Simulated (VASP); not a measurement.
InSb: single point with PBE

Crystal: InSb.

```
In Sb
1.0
     0.00000    3.04221    3.04221
     3.04221    0.00000    3.04221
     3.04221    3.04221    0.00000
In Sb
1 1
Direct
  0.00000 0.00000 0.00000
  0.50000 0.50000 0.50000
```

```json
{
  "Program": "VASP 6.6.1",
  "Task": "single point",
  "Functional": "PBE",
  "Potentials or basis": "VASP PAW PBE potentials, release 64 (In_d, Sb)",
  "Cutoff": "520 eV",
  "k mesh": "6 × 6 × 6",
  "Occupations": "fermi-dirac, width 0.02 eV",
  "Spin": "no spin polarisation"
}
```

* Pressure: 1.6 GPa
* Band gap on the k mesh: zero (bands 9 and 10 overlap by 2.80 eV)

Levels at points of the mesh, in eV from the Fermi level:
```csv
k point,band 5,band 6,band 7,band 8,band 9,band 10,band 11,band 12,band 13,band 14
"(0.00, 0.00, 0.00)",-14.61,-11.23,-0.44,-0.18,-0.18,-0.18,5.98,5.98,5.98,6.04
"(0.50, 0.00, 0.00)",-14.58,-9.35,-6.66,0.23,0.23,2.08,2.31,2.31,3.19,10.01
"(0.50, 0.50, 0.00)",-14.57,-8.62,-4.68,-3.48,-2.31,-2.31,3.06,8.26,8.26,10.19
```

Wall time 11 s on 1 thread of Intel(R) Xeon(R) Platinum 8259CL CPU @ 2.50GHz (Skylake/Cascade Lake) (shared host), peak memory 0.17 GiB.

Caveat: spin-orbit coupling is left out, which moves the levels of the heavy elements.
